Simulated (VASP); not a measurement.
# FePt (P4/mmm) in VASP: a series of runs

The runs below take FePt through single point, with PBE.

Everything below comes from runs of VASP 6.6.1. Logs are shortened: lines on timing, memory, paths and dates and some standing lists are left out, and cuts for length are marked.

## 1. The cell of the first run

The structure is tetragonal, space group P4/mmm (No. 123). The conventional cell has a = 2.724 Å, b = 2.724 Å, c = 3.720 Å, α = 90.00°, β = 90.00°, γ = 90.00°. Pt (site symmetry 4/mmm) has 8 Fe at 2.68 Å and 4 Pt at 2.72 Å within 3.5 Å. Fe (site symmetry 4/mmm) has 8 Pt at 2.68 Å and 4 Fe at 2.72 Å within 3.5 Å.

## 2. Single point, PBE

Contents of INCAR:

```
SYSTEM = FePt
PREC = Accurate
ENCUT = 520
EDIFF = 1E-7
ISMEAR = -1
SIGMA = 0.05
LREAL = .False.
LASPH = .True.
NELM = 60
ALGO = Normal
ISIF = 2
LWAVE = .False.
LCHARG = .True.
GGA = PE
LELF = .True.
LVHAR = .True.
NBANDS = 16
```

Contents of KPOINTS:

```
regular mesh
0
Gamma
  10 10 7
  0 0 0
```

Contents of POSCAR:

```
FePt
1.0
    2.7235000000      0.0000000000      0.0000000000
    0.0000000000      2.7235000000      0.0000000000
    0.0000000000      0.0000000000      3.7200000000
Pt Fe
1 1
Direct
    0.5000000000      0.5000000000      0.5000000000
    0.0000000000      0.0000000000      0.0000000000
```

Potentials or basis: VASP PAW PBE potentials, release 64 (Pt, Fe).

The run is started by

```sh
> cat potpaw_PBE.64/Pt/POTCAR potpaw_PBE.64/Fe/POTCAR > POTCAR
> mpirun -np 1 vasp_std > vasp.out
```

OUTCAR:

```text
SYSTEM = FePt
   PREC = Accurate
   ENCUT = 520
   EDIFF = 1E-7
   ISMEAR = -1
   LREAL = .False.
   LASPH = .True.
   NELM = 60
   ISIF = 2
   GGA = PE

 ion  position               nearest neighbor table
   1  0.500  0.500  0.500-   2 2.68   2 2.68   2 2.68   2 2.68   2 2.68   2 2.68   2 2.68   2 2.68

   2  0.000  0.000  0.000-   1 2.68   1 2.68   1 2.68   1 2.68   1 2.68   1 2.68   1 2.68   1 2.68

  LATTYP: Found a simple tetragonal cell.
 ALAT       =     2.7235000000
 C/A-ratio  =     1.3658894804

  Lattice vectors:

 A1 = (   2.7235000000,   0.0000000000,   0.0000000000)
 A2 = (   0.0000000000,   2.7235000000,   0.0000000000)
 A3 = (   0.0000000000,   0.0000000000,   3.7200000000)

Analysis of symmetry for initial positions (statically):
=====================================================================
 Subroutine PRICEL returns:
 Original cell was already a primitive cell.

 Routine SETGRP: Setting up the symmetry group for a
 simple tetragonal supercell.

 Subroutine GETGRP returns: Found 16 space group operations
 (whereof 16 operations were pure point group operations)
 out of a pool of 16 trial point group operations.

The static configuration has the point symmetry D_4h.

Analysis of symmetry for dynamics (positions and initial velocities):
=====================================================================
 Subroutine PRICEL returns:
 Original cell was already a primitive cell.

 Routine SETGRP: Setting up the symmetry group for a
 simple tetragonal supercell.

 Subroutine GETGRP returns: Found 16 space group operations
 (whereof 16 operations were pure point group operations)
 out of a pool of 16 trial point group operations.

The dynamic configuration has the point symmetry D_4h.

 Subroutine INISYM returns: Found 16 space group operations
 (whereof 16 operations are pure point group operations),
 and found     1 'primitive' translations

----------------------------------------------------------------------------------------

                                     Primitive cell

  volume of cell :      27.5929

  direct lattice vectors                    reciprocal lattice vectors
     2.723500000  0.000000000  0.000000000     0.367174592  0.000000000  0.000000000
     0.000000000  2.723500000  0.000000000     0.000000000  0.367174592  0.000000000
     0.000000000  0.000000000  3.720000000     0.000000000  0.000000000  0.268817204

  length of vectors
     2.723500000  2.723500000  3.720000000     0.367174592  0.367174592  0.268817204

  position of ions in fractional coordinates (direct lattice)
     0.500000000  0.500000000  0.500000000
     0.000000000  0.000000000  0.000000000

  ion indices of the primitive-cell ions
   primitive index   ion index
                 1           1
                 2           2

----------------------------------------------------------------------------------------

 KPOINTS: regular mesh

Automatic generation of k-mesh.
 Grid dimensions read from file:
 generate k-points for:   10   10    7

 Generating k-lattice:

  Cartesian coordinates                     Fractional coordinates (reciprocal lattice)
     0.036717459  0.000000000  0.000000000     0.100000000  0.000000000  0.000000000
     0.000000000  0.036717459  0.000000000     0.000000000  0.100000000  0.000000000
     0.000000000  0.000000000  0.038402458     0.000000000  0.000000000  0.142857143

  Length of vectors
     0.036717459  0.036717459  0.038402458

  Shift w.r.t. Gamma in fractional coordinates (k-lattice)
     0.000000000  0.000000000  0.000000000

 Subroutine IBZKPT returns following result:
 ===========================================

 Found     84 irreducible k-points:

 Following reciprocal coordinates:
            Coordinates               Weight
  0.000000  0.000000  0.000000      1.000000
  0.100000  0.000000  0.000000      4.000000
  0.200000  0.000000  0.000000      4.000000
  0.300000  0.000000  0.000000      4.000000
  0.400000  0.000000  0.000000      4.000000
  0.500000  0.000000  0.000000      2.000000
[... 16 lines left out ...]
  0.100000  0.000000  0.142857      8.000000
  0.200000  0.000000  0.142857      8.000000
 [... further k-points ...]
   k-points           NKPTS =     84   k-points in BZ     NKDIM =     84   number of bands    NBANDS=     16
   number of dos      NEDOS =    301   number of ions     NIONS =      2
   total plane-waves  NPLWV =  11200
   dimension x,y,z NGX =    20 NGY =   20 NGZ =   28
   dimension x,y,z NGXF=    40 NGYF=   40 NGZF=   56
   ions per type =               1   1
   NGX,Y,Z   is equivalent  to a cutoff of  12.21, 12.21, 12.51 a.u.
   NGXF,Y,Z  is equivalent  to a cutoff of  24.42, 24.42, 25.03 a.u.
 SYSTEM =  FePt
   PREC   = accura    normal or accurate (medium, high low for compatibility)
   ISTART =      0    job   : 0-new  1-cont  2-samecut
   ICHARG =      2    charge: 1-file 2-atom 10-const
   ISPIN  =      1    spin polarized calculation?
   LNONCOLLINEAR =      F non collinear calculations
   LSORBIT =      F    spin-orbit coupling
   LASPH  =      T    aspherical Exc in radial PAW
   ENCUT  =  520.0 eV  38.22 Ry    6.18 a.u.   5.06  5.06  6.92*2*pi/ulx,y,z
   NELM   =     60;   NELMIN=  2; NELMDL= -5     # of ELM steps
   EDIFF  = 0.1E-06   stopping-criterion for ELM
   LREAL  =      F    real-space projection
   EDIFFG = 0.1E-05   stopping-criterion for IOM
   NSW    =      0    number of steps for IOM
   IBRION =     -1    ionic relax: 0-MD 1-quasi-New 2-CG
   NFREE  =      0    steps in history (QN), initial steepest desc. (CG)
   ISIF   =      2    stress and relaxation
   ISYM   =      2    0-nonsym 1-usesym 2-fastsym
   POTIM  = 0.5000    time-step for ionic-motion
   TEBEG  =    0.0;   TEEND  =   0.0 temperature during run
   PSTRESS=    0.0 pullay stress
   NELECT =      18.0000    total number of electrons
   NUPDOWN=      -1.0000    fix difference up-down
   EMIN   =  10.00;   EMAX   =-10.00  energy-range for DOS
   EFERMI =   0.00;   METHOD = LEGACY
   ISMEAR =    -1;   SIGMA  =   0.05  broadening in eV -4-tet -1-fermi 0-gaus
   EFERMI_NEDOS =   21; number of points for ismear=-14 and -15
   IALGO  =     38    algorithm
   IMIX   =      4    mixing-type and parameters
     AMIX     =   0.40;   BMIX     =  1.00
     AMIX_MAG =   1.60;   BMIX_MAG =  1.00
  volume/ion in A,a.u.               =      13.80        93.10
  Fermi-wavevector in a.u.,A,eV,Ry     =   1.419819  2.683070 27.427809  2.015887
  Thomas-Fermi vector in A             =   2.540800
   LORBIT       =      0    0 simple, 1 ext, 2 COOP (PROOUT), +10 PAW based schemes
   GGA     = PE    functional components
   LHFCALC =     F    Hartree Fock is set to
   AEXX    =    0.0000 exact exchange contribution
   IVDW    =     0    specifies the selected vdW correction
   LEPSILON=     F    determine dielectric tensor
   LRPA    =     F    only Hartree local field effects (RPA)
 non-spin polarized calculation
  energy-cutoff  :      520.00
  volume of cell :       27.59
 maximum number of plane-waves:       758
   NGX = 11   NGY = 11   NGZ = 13

 number of electron      17.9999999 magnetization

 Free energy of the ion-electron system (eV)
  ---------------------------------------------------
  ext. energy  EPLUGINS =         0.00000000
  ---------------------------------------------------
  free energy    TOTEN  =       -14.07753733 eV

  energy without entropy =      -14.04181926  energy(sigma->0) =      -14.05967830

 E-fermi :   8.5291     XC(G=0): -13.1014

 val. band max:        8.5289365123   @ k =   0.1000   0.1000   0.4286
 cond. band min:       8.5351952025   @ k =   0.5000   0.2000   0.0000
 fundamental gap:      0.0062586902
 Fermi energy:         8.5291482472

 k-point     1 :       0.0000    0.0000    0.0000
  band No.  band energies     occupation
      1      -0.8835      2.00000
      2       2.4027      2.00000
      3       2.5120      2.00000
      4       5.6796      2.00000
      5       5.6796      2.00000
      6       6.9077      2.00000
[... 8 lines left out ...]
     15      20.4930      0.00000
     16      25.7723      0.00000

 k-point     2 :       0.1000    0.0000    0.0000
  band No.  band energies     occupation
      1      -0.6218      2.00000
      2       2.5343      2.00000
      3       2.6977      2.00000
      4       5.4771      2.00000
      5       5.7527      2.00000
      6       6.9705      2.00000
[... 8 lines left out ...]
     15      20.9856      0.00000
     16      26.0181      0.00000

 k-point     3 :       0.2000    0.0000    0.0000
  band No.  band energies     occupation
      1       0.1002      2.00000
      2       2.8166      2.00000
      3       3.3099      2.00000
      4       4.9487      2.00000
      5       5.9616      2.00000
      6       6.6969      2.00000
[... 8 lines left out ...]
     15      22.3143      0.00000
     16      25.5468      0.00000

 k-point     4 :       0.3000    0.0000    0.0000
  band No.  band energies     occupation
      1       1.0907      2.00000
      2       3.2266      2.00000
      3       4.1518      2.00000
      4       4.3293      2.00000
      5       6.2199      2.00000
      6       6.2707      2.00000
[... 8 lines left out ...]
     15      23.7510      0.00000
     16      24.1919      0.00000
[... 324 lines left out ...]
 k-point    22 :       0.0000    0.0000    0.1429
  band No.  band energies     occupation
      1      -0.6420      2.00000
      2       2.4572      2.00000
      3       2.6230      2.00000
      4       5.7593      2.00000
      5       5.7593      2.00000
      6       6.8066      2.00000
[... 8 lines left out ...]
     15      21.0260      0.00000
     16      25.4013      0.00000

 k-point    23 :       0.1000    0.0000    0.1429
  band No.  band energies     occupation
      1      -0.3845      2.00000
      2       2.5936      2.00000
      3       2.8002      2.00000
      4       5.5126      2.00000
      5       5.8090      2.00000
      6       6.9027      2.00000
[... 8 lines left out ...]
     15      21.4844      0.00000
     16      25.4826      0.00000

 k-point    24 :       0.2000    0.0000    0.1429
  band No.  band energies     occupation
      1       0.3136      2.00000
      2       2.8703      2.00000
      3       3.4117      2.00000
      4       4.9248      2.00000
      5       5.9305      2.00000
      6       6.7430      2.00000
[... 8 lines left out ...]
     15      22.7287      0.00000
     16      24.3832      0.00000

 [... further k-points ...]

------------------------ aborting loop because EDIFF is reached ----------------------------------------

  FORCE on cell =-STRESS in cart. coord.  units (eV):
  Direction    XX          YY          ZZ          XY          YZ          ZX
  --------------------------------------------------------------------------------------
  -------------------------------------------------------------------------------------
  Total       -2.5045482     -2.5045482     -1.8729850      0.0000000      0.0000000     -0.0000000
  in kB     -145.4260706   -145.4260706   -108.7544866      0.0000000      0.0000000     -0.0000000
  external PRESSURE =    -133.2022093 kB  Pullay stress =       0.0000000 kB

 VOLUME and BASIS-vectors are now :
 -----------------------------------------------------------------------------
  energy-cutoff  :      520.00
  volume of cell :       27.59
      direct lattice vectors                 reciprocal lattice vectors
     2.723500000  0.000000000  0.000000000     0.367174592  0.000000000  0.000000000
     0.000000000  2.723500000  0.000000000     0.000000000  0.367174592  0.000000000
     0.000000000  0.000000000  3.720000000     0.000000000  0.000000000  0.268817204

 POSITION                                       TOTAL-FORCE (eV/Angst)
 -----------------------------------------------------------------------------------
      1.36175      1.36175      1.86000         0.000000      0.000000      0.000000
      0.00000      0.00000      0.00000         0.000000      0.000000      0.000000
 -----------------------------------------------------------------------------------
    total drift:                                0.000000      0.000000      0.000000

  FREE ENERGIE OF THE ION-ELECTRON SYSTEM (eV)
  ---------------------------------------------------
  free  energy   TOTEN  =       -14.0775373336 eV

  energy  without entropy=      -14.0418192646  energy(sigma->0) =      -14.05967830
```

Run time: 59 s. Hardware: 1 thread of Intel Xeon 8259CL, shared host; peak memory 0.17 GiB.

Results:

| Item | Value |
| --- | --- |
| Free energy | -14.0775 eV |
| Pressure | -13.3 GPa |
| Band gap on the k mesh | zero (bands 9 and 10 overlap by 1.28 eV) |

Levels at points of the mesh, in eV from the Fermi level:
```csv
k point,band 6,band 7,band 8,band 9,band 10,band 11,band 12,band 13
"(0.00, 0.00, 0.00)",-1.62,-1.29,-0.45,0.38,0.69,0.69,2.53,10.26
"(0.50, 0.00, 0.00)",-1.95,-1.78,-1.76,-0.73,-0.36,1.58,1.98,11.00
"(0.50, 0.50, 0.00)",0.43,0.44,0.61,0.77,0.77,1.83,1.83,7.93
```

Caveat: the cell stands under tension; spin-orbit coupling is left out, which moves the levels of the heavy elements; the run has no spin polarisation, though such a crystal can be magnetic. Spin polarisation is off, so any magnetic state and its effect on volume and gap are missing.

## 3. Single point, PBE, collinear spin, ferromagnetic start

Contents of INCAR:

```
PREC = Accurate
ENCUT = 520
EDIFF = 1E-6
ISMEAR = -1
SIGMA = 0.05
LREAL = F
LASPH = T
NELM = 150
ALGO = Fast
ISIF = 2
LWAVE = F
LCHARG = F
ISPIN = 2
MAGMOM = 0 -1.84
LORBIT = 11
LMAXMIX = 4
GGA = PE
NBANDS = 20
```

Contents of KPOINTS:

```
Automatic mesh
0
Gamma
  10 10 7
```

POSCAR is that of step 2.

Potentials or basis: VASP PAW PBE potentials, release 64 (Pt, Fe).

The run is started by

```sh
> cat potpaw_PBE.64/Pt/POTCAR potpaw_PBE.64/Fe/POTCAR > POTCAR
> mpirun -np 1 vasp_std > vasp.out
```

OUTCAR:

```text
PREC = Accurate
   ENCUT = 520
   EDIFF = 1E-6
   ISMEAR = -1
   LREAL = F
   LASPH = T
   NELM = 150
   ISIF = 2
   ISPIN = 2
   LORBIT = 11
   GGA = PE

 ion  position               nearest neighbor table
   1  0.500  0.500  0.500-   2 2.68   2 2.68   2 2.68   2 2.68   2 2.68   2 2.68   2 2.68   2 2.68

   2  0.000  0.000  0.000-   1 2.68   1 2.68   1 2.68   1 2.68   1 2.68   1 2.68   1 2.68   1 2.68

  LATTYP: Found a simple tetragonal cell.
 ALAT       =     2.7235000000
 C/A-ratio  =     1.3658894804
[... 1322 lines left out ...]
  external PRESSURE =      29.1647971 kB  Pullay stress =       0.0000000 kB

 VOLUME and BASIS-vectors are now :
 -----------------------------------------------------------------------------
  energy-cutoff  :      520.00
  volume of cell :       27.59
      direct lattice vectors                 reciprocal lattice vectors
     2.723500000  0.000000000  0.000000000     0.367174592  0.000000000  0.000000000
     0.000000000  2.723500000  0.000000000     0.000000000  0.367174592  0.000000000
     0.000000000  0.000000000  3.720000000     0.000000000  0.000000000  0.268817204

 POSITION                                       TOTAL-FORCE (eV/Angst)
 -----------------------------------------------------------------------------------
      1.36175      1.36175      1.86000         0.000000      0.000000      0.000000
      0.00000      0.00000      0.00000         0.000000      0.000000      0.000000
 -----------------------------------------------------------------------------------
    total drift:                               -0.000000      0.000000      0.000000

  FREE ENERGIE OF THE ION-ELECTRON SYSTEM (eV)
  ---------------------------------------------------
  free  energy   TOTEN  =       -14.8066047833 eV

  energy  without entropy=      -14.7953070194  energy(sigma->0) =      -14.80095590

 total charge

# of ion       s       p       d       tot
------------------------------------------
    1        0.714   0.665   8.056   9.436
    2        0.409   0.452   6.125   6.986
--------------------------------------------------
tot          1.124   1.118  14.180  16.422

 magnetization (x)

# of ion       s       p       d       tot
------------------------------------------
    1        0.026   0.066  -0.428  -0.336
    2       -0.005   0.007  -2.918  -2.916
--------------------------------------------------
tot          0.021   0.073  -3.346  -3.252
```

OSZICAR:

```text
N       E                     dE             d eps       ncg     rms          rms(c)
DAV:   1     0.915488156758E+02    0.91549E+02   -0.82601E+03  7168   0.990E+02
DAV:   2    -0.122850176770E+02   -0.10383E+03   -0.92292E+02  6864   0.216E+02
DAV:   3    -0.160004101533E+02   -0.37154E+01   -0.35927E+01  7796   0.465E+01
DAV:   4    -0.160443692036E+02   -0.43959E-01   -0.43922E-01  7560   0.429E+00
DAV:   5    -0.160455151004E+02   -0.11459E-02   -0.11458E-02  7992   0.780E-01    0.165E+01
RMM:   6    -0.176371687401E+02   -0.15917E+01   -0.67733E+00  7826   0.278E+01    0.248E+01
RMM:   7    -0.148038478476E+02    0.28333E+01   -0.14551E+00  7527   0.113E+01    0.960E+00
RMM:   8    -0.148766279742E+02   -0.72780E-01   -0.14006E-01  7858   0.326E+00    0.508E+00
RMM:   9    -0.148228979826E+02    0.53730E-01   -0.68087E-02  7399   0.171E+00    0.264E+00
RMM:  10    -0.148075022416E+02    0.15396E-01   -0.84878E-03  7829   0.884E-01    0.889E-01
RMM:  11    -0.148055988865E+02    0.19034E-02   -0.75421E-03  8101   0.677E-01    0.530E-01
RMM:  12    -0.148064746119E+02   -0.87573E-03   -0.11749E-03  8235   0.362E-01    0.199E-01
RMM:  13    -0.148065948343E+02   -0.12022E-03   -0.37863E-04  8246   0.151E-01    0.774E-02
RMM:  14    -0.148066018427E+02   -0.70084E-05   -0.87672E-05  8984   0.607E-02    0.303E-02
RMM:  15    -0.148066051802E+02   -0.33375E-05   -0.14451E-05  9001   0.254E-02    0.128E-02
RMM:  16    -0.148066047833E+02    0.39685E-06   -0.20333E-06  6537   0.974E-03
   1 F= -.14806605E+02 E0= -.14800956E+02  d E =-.112978E-01  mag=    -3.2747
```

Wall time 2 min (1 thread of Intel Xeon 8259CL, shared host); peak memory 0.2 GiB.

What came out:

| Item | Value |
| --- | --- |
| Free energy | -14.8066 eV |
| Pressure | 2.9 GPa |
| Net moment | -3.27 μB per cell |
| Site moments | Pt -0.34; Fe -2.92 μB |
| Valence electrons inside the program's atomic spheres | Pt 9.44; Fe 6.99 |

Caveat: spin-orbit coupling is left out, which moves the levels of the heavy elements.
